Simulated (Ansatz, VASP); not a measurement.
## BaSr3Ti4O12: VASP beside Ansatz

```
Ba Sr Ti O
1.0
     3.92903    0.00000    0.00000
     0.00000    3.92903    0.00000
     0.00000    0.00000   15.71628
Ba Sr Ti O
1 3 4 12
Direct
  0.00000 0.00000 0.00000
  0.00000 0.00000 0.25238
  0.00000 0.00000 0.50000
  0.00000 0.00000 0.74762
  0.50000 0.50000 0.12879
  0.50000 0.50000 0.37617
  0.50000 0.50000 0.62383
  0.50000 0.50000 0.87121
  0.00000 0.50000 0.13041
  0.00000 0.50000 0.37620
  0.00000 0.50000 0.62380
  0.00000 0.50000 0.86959
  0.50000 0.50000 0.00000
  0.50000 0.50000 0.25223
  0.50000 0.50000 0.50000
  0.50000 0.50000 0.74777
  0.50000 0.00000 0.13041
  0.50000 0.00000 0.37620
  0.50000 0.00000 0.62380
  0.50000 0.00000 0.86959
```

Alike in both runs: functional r2SCAN; k mesh 8 × 8 × 2; occupations gaussian, width 0.02 eV; no spin polarisation.

Ansatz relaxed the structure, and its values are those at the end. VASP's run is a single point on that final structure, the one shown.

|  | VASP | Ansatz |
| --- | --- | --- |
| version | VASP 6.6.1 | Ansatz 0.2.0 |
| potentials or method | VASP PAW PBE potentials, release 64 (Ba_sv, Sr_sv, Ti_sv, O), cutoff 520 eV | scalar-relativistic, plane waves, PAW |
| valence electrons in the cell | 160 | 160 |

Ansatz gave:

```
gap on the k mesh at the Fermi level (eV) : 2.23
least direct gap on the mesh (eV)         : 2.46
pressure (GPa)                            : 0.0
rms of the force components (eV/Å)        : 0.001
```

Question: Which values does VASP return?

Answer: gap on the k mesh at the Fermi level (eV): 2.23; least direct gap on the mesh (eV): 2.49; pressure (GPa): 1.2; rms of the force components (eV/Å): 0.012.

VASP's potentials were made for PBE, not for r2SCAN. The functional is the same, so the differences come from potentials, cutoffs and numerics.

Spin-orbit coupling is off throughout.
